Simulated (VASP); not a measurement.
## Cu: single point with PBE

Cu:

```
CELL_PARAMETERS angstrom
-1.44279 1.44279 1.37608
1.44279 -1.44279 1.37608
1.44279 1.44279 -1.37608
ATOMIC_POSITIONS crystal
Cu 0.00000 0.00000 0.00000
```

| Quantity | Value |
| --- | --- |
| Program | VASP 6.6.1 |
| Task | single point |
| Functional | PBE |
| Potentials or basis | VASP PAW PBE potentials, release 64 (Cu) |
| Cutoff | 520 eV |
| k mesh | 13 × 13 × 13 |
| Occupations | gaussian, width 0.016 eV |
| Spin | no spin polarisation |

* Pressure: 8.3 GPa

Levels at points of the mesh, in eV from the Fermi level:
| k point | band 4 | band 5 | band 6 | band 7 | band 8 | band 9 |
| --- | --- | --- | --- | --- | --- | --- |
| (0.00, 0.00, 0.00) | -3.06 | -2.19 | -1.99 | 24.93 | 24.93 | 26.18 |

Run time: 47 s on 1 thread of Intel Xeon 8259CL (shared host), peak memory 0.14 GiB.
